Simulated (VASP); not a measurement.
# Eu (Fm-3m) in VASP: further runs

The runs below take Eu through single point, with PBE, r2SCAN.

Everything below comes from runs of VASP 6.6.1. Logs are shortened: lines on timing, memory, paths and dates and some standing lists are left out, and cuts for length are marked.

## Step 1: The cell of the first run

It takes space group Fm-3m (No. 225, cubic). The conventional cell has a = 5.808 Å, b = 5.808 Å, c = 5.808 Å, α = 90.00°, β = 90.00°, γ = 90.00°. Eu (site symmetry m-3m) has 12 Eu at 4.11 Å within 5.4 Å.

## Step 2: Single point, PBE, collinear spin, ferromagnetic start

INCAR

```
SYSTEM = Eu
PREC = Accurate
ENCUT = 520
EDIFF = 1E-7
ISMEAR = 0
SIGMA = 0.05
LREAL = .FALSE.
LASPH = .TRUE.
NELM = 150
ALGO = Normal
ISIF = 2
LWAVE = .FALSE.
LCHARG = .FALSE.
ISPIN = 2
MAGMOM = 7
LORBIT = 11
LMAXMIX = 6
GGA = PE
NBANDS = 18
```

KPOINTS

```
Automatic mesh
0
G
  6 6 6
  0 0 0
```

POSCAR

```
Eu
1.0
    0.0000000000      2.9041182077      2.9041182077
    2.9041182077      0.0000000000      2.9041182077
    2.9041182077      2.9041182077      0.0000000000
Eu
1
Direct
    0.0000000000      0.0000000000      0.0000000000
```

Potentials or basis: VASP PAW PBE potentials, release 64 (Eu).

Command:

```sh
cat potpaw_PBE.64/Eu/POTCAR > POTCAR
mpirun -np 1 vasp_std > vasp.out
```

OUTCAR:

```text
SYSTEM = Eu
   PREC = Accurate
   ENCUT = 520
   EDIFF = 1E-7
   ISMEAR = 0
   LREAL = .FALSE.
   LASPH = .TRUE.
   NELM = 150
   ISIF = 2
   ISPIN = 2
   LORBIT = 11
   GGA = PE

 ion  position               nearest neighbor table
   1  0.000  0.000  0.000-

  LATTYP: Found a face centered cubic cell.
 ALAT       =     5.8082364154

  Lattice vectors:

 A1 = (   0.0000000000,   2.9041182077,   2.9041182077)
 A2 = (   2.9041182077,   0.0000000000,   2.9041182077)
 A3 = (   2.9041182077,   2.9041182077,   0.0000000000)

Analysis of symmetry for initial positions (statically):
=====================================================================
 Subroutine PRICEL returns:
 Original cell was already a primitive cell.

 Routine SETGRP: Setting up the symmetry group for a
 face centered cubic supercell.

 Subroutine GETGRP returns: Found 48 space group operations
[... 9 lines left out ...]

 Routine SETGRP: Setting up the symmetry group for a
 face centered cubic supercell.

 Subroutine GETGRP returns: Found 48 space group operations
 (whereof 48 operations were pure point group operations)
 out of a pool of 48 trial point group operations.

The dynamic configuration has the point symmetry O_h .

Analysis of structural, dynamic, and magnetic symmetry:
=====================================================================
 Subroutine PRICEL returns:
 Original cell was already a primitive cell.

 Routine SETGRP: Setting up the symmetry group for a
 face centered cubic supercell.

 Subroutine GETGRP returns: Found 48 space group operations
 (whereof 48 operations were pure point group operations)
 out of a pool of 48 trial point group operations.

The overall configuration has the point symmetry O_h .

 Subroutine INISYM returns: Found 48 space group operations
[... 5 lines left out ...]
                                     Primitive cell

  volume of cell :      48.9861

  direct lattice vectors                    reciprocal lattice vectors
     0.000000000  2.904118208  2.904118208    -0.172169300  0.172169300  0.172169300
     2.904118208  0.000000000  2.904118208     0.172169300 -0.172169300  0.172169300
     2.904118208  2.904118208  0.000000000     0.172169300  0.172169300 -0.172169300

  length of vectors
     4.107043356  4.107043356  4.107043356     0.298205976  0.298205976  0.298205976

  position of ions in fractional coordinates (direct lattice)
     0.000000000  0.000000000  0.000000000

  ion indices of the primitive-cell ions
   primitive index   ion index
                 1           1

----------------------------------------------------------------------------------------

 KPOINTS: Automatic mesh

Automatic generation of k-mesh.
 Grid dimensions read from file:
 generate k-points for:    6    6    6

 Generating k-lattice:

  Cartesian coordinates                     Fractional coordinates (reciprocal lattice)
    -0.028694883  0.028694883  0.028694883     0.166666667  0.000000000  0.000000000
     0.028694883 -0.028694883  0.028694883     0.000000000  0.166666667  0.000000000
     0.028694883  0.028694883 -0.028694883     0.000000000  0.000000000  0.166666667

  Length of vectors
     0.049700996  0.049700996  0.049700996

  Shift w.r.t. Gamma in fractional coordinates (k-lattice)
     0.000000000  0.000000000  0.000000000

 Subroutine IBZKPT returns following result:
 ===========================================

 Found     16 irreducible k-points:

 Following reciprocal coordinates:
            Coordinates               Weight
  0.000000  0.000000  0.000000      1.000000
  0.166667  0.000000  0.000000      8.000000
  0.333333  0.000000  0.000000      8.000000
  0.500000  0.000000  0.000000      4.000000
  0.166667  0.166667  0.000000      6.000000
  0.333333  0.166667  0.000000     24.000000
[... 8 lines left out ...]
 -0.333333  0.333333  0.166667     24.000000
 -0.333333  0.500000  0.166667     12.000000
   k-points           NKPTS =     16   k-points in BZ     NKDIM =     16   number of bands    NBANDS=     18
   number of dos      NEDOS =    301   number of ions     NIONS =      1
   total plane-waves  NPLWV =  32768
   dimension x,y,z NGX =    32 NGY =   32 NGZ =   32
   dimension x,y,z NGXF=    64 NGYF=   64 NGZF=   64
   ions per type =               1
   NGX,Y,Z   is equivalent  to a cutoff of  12.95, 12.95, 12.95 a.u.
   NGXF,Y,Z  is equivalent  to a cutoff of  25.91, 25.91, 25.91 a.u.
 SYSTEM =  Eu
   PREC   = accura    normal or accurate (medium, high low for compatibility)
   ISTART =      0    job   : 0-new  1-cont  2-samecut
   ICHARG =      2    charge: 1-file 2-atom 10-const
   ISPIN  =      2    spin polarized calculation?
   LNONCOLLINEAR =      F non collinear calculations
   LSORBIT =      F    spin-orbit coupling
   LASPH  =      T    aspherical Exc in radial PAW
   ENCUT  =  520.0 eV  38.22 Ry    6.18 a.u.   7.64  7.64  7.64*2*pi/ulx,y,z
   NELM   =    150;   NELMIN=  2; NELMDL= -5     # of ELM steps
   EDIFF  = 0.1E-06   stopping-criterion for ELM
   LREAL  =      F    real-space projection
   EDIFFG = 0.1E-05   stopping-criterion for IOM
   NSW    =      0    number of steps for IOM
   IBRION =     -1    ionic relax: 0-MD 1-quasi-New 2-CG
   NFREE  =      0    steps in history (QN), initial steepest desc. (CG)
   ISIF   =      2    stress and relaxation
   ISYM   =      2    0-nonsym 1-usesym 2-fastsym
   POTIM  = 0.5000    time-step for ionic-motion
   TEBEG  =    0.0;   TEEND  =   0.0 temperature during run
   PSTRESS=    0.0 pullay stress
   NELECT =      17.0000    total number of electrons
   NUPDOWN=      -1.0000    fix difference up-down
   EMIN   =  10.00;   EMAX   =-10.00  energy-range for DOS
   EFERMI =   0.00;   METHOD = LEGACY
   ISMEAR =     0;   SIGMA  =   0.05  broadening in eV -4-tet -1-fermi 0-gaus
   EFERMI_NEDOS =   21; number of points for ismear=-14 and -15
   IALGO  =     38    algorithm
   IMIX   =      4    mixing-type and parameters
     AMIX     =   0.40;   BMIX     =  1.00
     AMIX_MAG =   1.60;   BMIX_MAG =  1.00
  volume/ion in A,a.u.               =      48.99       330.57
  Fermi-wavevector in a.u.,A,eV,Ry     =   1.150448  2.174031 18.007715  1.323530
  Thomas-Fermi vector in A             =   2.287111
   LORBIT       =     11    0 simple, 1 ext, 2 COOP (PROOUT), +10 PAW based schemes
   GGA     = PE    functional components
   LHFCALC =     F    Hartree Fock is set to
   AEXX    =    0.0000 exact exchange contribution
   IVDW    =     0    specifies the selected vdW correction
   LEPSILON=     F    determine dielectric tensor
   LRPA    =     F    only Hartree local field effects (RPA)
 spin polarized calculation
 Gauss-broadening in eV      SIGMA  =   0.05
  energy-cutoff  :      520.00
  volume of cell :       48.99
 maximum number of plane-waves:      1363
 NGX is ok and might be reduce to    32
   NGX = 15   NGY = 15   NGZ = 15

 number of electron      16.9999997 magnetization       7.4444420

 Free energy of the ion-electron system (eV)
  ---------------------------------------------------
  ext. energy  EPLUGINS =         0.00000000
  ---------------------------------------------------
  free energy    TOTEN  =       -11.41669642 eV

  energy without entropy =      -11.41520776  energy(sigma->0) =      -11.41595209

 E-fermi :   1.4412     XC(G=0):  -8.2304

 val. band max:        1.3952747680   @ k =   0.5000   0.3333   0.0000
 cond. band min:       1.4949745307   @ k =  -0.3333   0.5000   0.1667
 fundamental gap:      0.0996997627
 Fermi energy:         1.4412135333

 spin component 1

 k-point     1 :       0.0000    0.0000    0.0000
  band No.  band energies     occupation
      1     -40.2084      1.00000
      2     -18.8594      1.00000
      3     -18.8594      1.00000
      4     -18.8594      1.00000
      5      -2.6197      1.00000
      6       0.9933      1.00000
[... 10 lines left out ...]
     17       4.8264      0.00000
     18       9.2225      0.00000

 k-point     2 :       0.1667    0.0000    0.0000
  band No.  band energies     occupation
      1     -40.2045      1.00000
      2     -18.9273      1.00000
      3     -18.8686      1.00000
      4     -18.8686      1.00000
      5      -2.1181      1.00000
      6       0.9957      1.00000
[... 10 lines left out ...]
     17       4.6802      0.00000
     18       9.7254      0.00000
[... 274 lines left out ...]
 k-point    16 :      -0.3333    0.5000    0.1667
  band No.  band energies     occupation
      1     -40.1874      1.00000
      2     -19.0711      1.00000
      3     -18.9950      1.00000
      4     -18.9583      1.00000
      5       0.7668      1.00000
      6       1.0354      1.00000
[... 10 lines left out ...]
     17       6.9319      0.00000
     18       6.9655      0.00000
 Fermi energy:         1.4412135333

 spin component 2

 k-point     1 :       0.0000    0.0000    0.0000
  band No.  band energies     occupation
      1     -37.0472      1.00000
      2     -16.5083      1.00000
      3     -16.5083      1.00000
      4     -16.5083      1.00000
      5      -1.8209      1.00000
      6       4.2599      0.00000
[... 10 lines left out ...]
     17       6.0762      0.00000
     18      10.5780      0.00000

 k-point     2 :       0.1667    0.0000    0.0000
  band No.  band energies     occupation
      1     -37.0419      1.00000
      2     -16.5959      1.00000
      3     -16.5197      1.00000
      4     -16.5197      1.00000
      5      -1.3005      1.00000
      6       3.6093      0.00000
[... 10 lines left out ...]
     17       6.2240      0.00000
     18      10.7189      0.00000
[... 274 lines left out ...]
 k-point    16 :      -0.3333    0.5000    0.1667
  band No.  band energies     occupation
      1     -37.0192      1.00000
      2     -16.7777      1.00000
      3     -16.6804      1.00000
      4     -16.6338      1.00000
      5       1.6123      0.00000
      6       2.3839      0.00000
[... 10 lines left out ...]
     17       8.1792      0.00000
     18       8.2674      0.00000

------------------------ aborting loop because EDIFF is reached ----------------------------------------

  FORCE on cell =-STRESS in cart. coord.  units (eV):
  Direction    XX          YY          ZZ          XY          YZ          ZX
  --------------------------------------------------------------------------------------
  -------------------------------------------------------------------------------------
  Total       -0.6059825     -0.6059825     -0.6059825      0.0000000     -0.0000000      0.0000000
  in kB      -19.8197331    -19.8197331    -19.8197331      0.0000000     -0.0000000      0.0000000
  external PRESSURE =     -19.8197331 kB  Pullay stress =       0.0000000 kB

 VOLUME and BASIS-vectors are now :
 -----------------------------------------------------------------------------
  energy-cutoff  :      520.00
  volume of cell :       48.99
      direct lattice vectors                 reciprocal lattice vectors
     0.000000000  2.904118208  2.904118208    -0.172169300  0.172169300  0.172169300
     2.904118208  0.000000000  2.904118208     0.172169300 -0.172169300  0.172169300
     2.904118208  2.904118208  0.000000000     0.172169300  0.172169300 -0.172169300

 POSITION                                       TOTAL-FORCE (eV/Angst)
 -----------------------------------------------------------------------------------
      0.00000      0.00000      0.00000         0.000000      0.000000     -0.000000
 -----------------------------------------------------------------------------------
    total drift:                                0.000000      0.000000     -0.000000

  FREE ENERGIE OF THE ION-ELECTRON SYSTEM (eV)
  ---------------------------------------------------
  free  energy   TOTEN  =       -11.4166964155 eV

  energy  without entropy=      -11.4152077646  energy(sigma->0) =      -11.41595209

 total charge

# of ion       s       p       d       f       tot
--------------------------------------------------
    1        2.079   5.717   0.243   6.676  14.715

 magnetization (x)

# of ion       s       p       d       f       tot
--------------------------------------------------
    1       -0.003  -0.095   0.144   6.675   6.720
```

It took 59 s on 1 thread of AMD EPYC 9R45 (Zen 5), shared host; peak memory 0.19 GiB.

What came out:

```
Free energy                                           : -11.4167 eV
Pressure                                              : -2.0 GPa
Net moment                                            : 7.44 μB per cell
Site moments                                          : Eu +6.72 μB
Valence electrons inside the program's atomic spheres : Eu 14.71
```

Caveat: spin-orbit coupling is left out, which moves the levels of the heavy elements.

## Step 3: Single point, r2SCAN, collinear spin, ferromagnetic start

This run uses another cell than the first one, of 42.52 Å³/atom, 0.868 times its volume.

POSCAR

```
Eu
1.0
    0.0000000000      2.7702881102      2.7702881102
    2.7702881102      0.0000000000      2.7702881102
    2.7702881102      2.7702881102      0.0000000000
Eu
1
Direct
    0.0000000000      0.0000000000      0.0000000000
```

INCAR.step1

```
PREC = Accurate
ENCUT = 520
ISMEAR = 0
SIGMA = 0.05
LREAL = False
LASPH = True
NELM = 150
ISPIN = 2
MAGMOM = 8.08
LMAXMIX = 6
NBANDS = 18
GGA = PE
ALGO = Normal
EDIFF = 1E-4
LWAVE = True
LCHARG = False
```

INCAR.step2

```
PREC = Accurate
ENCUT = 520
EDIFF = 1E-6
ISMEAR = 0
SIGMA = 0.05
LREAL = False
LASPH = True
NELM = 150
ALGO = Normal
ISIF = 2
LWAVE = False
LCHARG = False
ISPIN = 2
MAGMOM = 8.08
LORBIT = 11
LMAXMIX = 6
METAGGA = R2SCAN
LMIXTAU = True
NBANDS = 18
ISTART = 1
```

KPOINTS

```
Automatic mesh
0
Gamma
  14 14 14
```

Potentials or basis: VASP PAW PBE potentials, release 64 (Eu).

Command:

```sh
cat potpaw_PBE.64/Eu/POTCAR > POTCAR
cp INCAR.step1 INCAR
mpirun -np 1 vasp_std > vasp.out
cp INCAR.step2 INCAR
mpirun -np 1 vasp_std > vasp.out
```

It took 14 min on 1 thread of AMD EPYC 9R45 (Zen 5), shared host; peak memory 0.26 GiB.

Results (log left out):

- Free energy: -39.6833 eV
- Pressure: -0.3 GPa
- Net moment: 7.74 μB per cell
- Site moments: Eu +6.71 μB
- Valence electrons inside the program's atomic spheres: Eu 14.79

Levels at points of the mesh, in eV from the Fermi level:
Spin up:
```
           k point  band 9  band 10  band 11  band 12  band 13  band 14  band 15  band 16
(0.00, 0.00, 0.00)   -0.55    -0.51    -0.51    -0.51     1.94     1.94     1.94     3.98
(0.50, 0.00, 0.00)   -0.50    -0.49    -0.44    -0.44     0.34     1.78     1.78     5.34
(0.50, 0.50, 0.00)   -0.64    -0.56    -0.45    -0.45    -0.37     1.61     5.40     5.73
```
Spin down:
```
           k point  band 3  band 4  band 5  band 6  band 7  band 8
(0.00, 0.00, 0.00)  -18.29  -18.29   -3.16    3.45    3.45    3.45
(0.50, 0.00, 0.00)  -18.36  -18.36   -0.30    1.72    3.18    3.18
(0.50, 0.50, 0.00)  -18.48  -18.48   -0.51    0.91    3.41    5.51
```

Caveat: the PAW data sets were made with another functional, which shifts forces and pressure a little; spin-orbit coupling is left out, which moves the levels of the heavy elements.
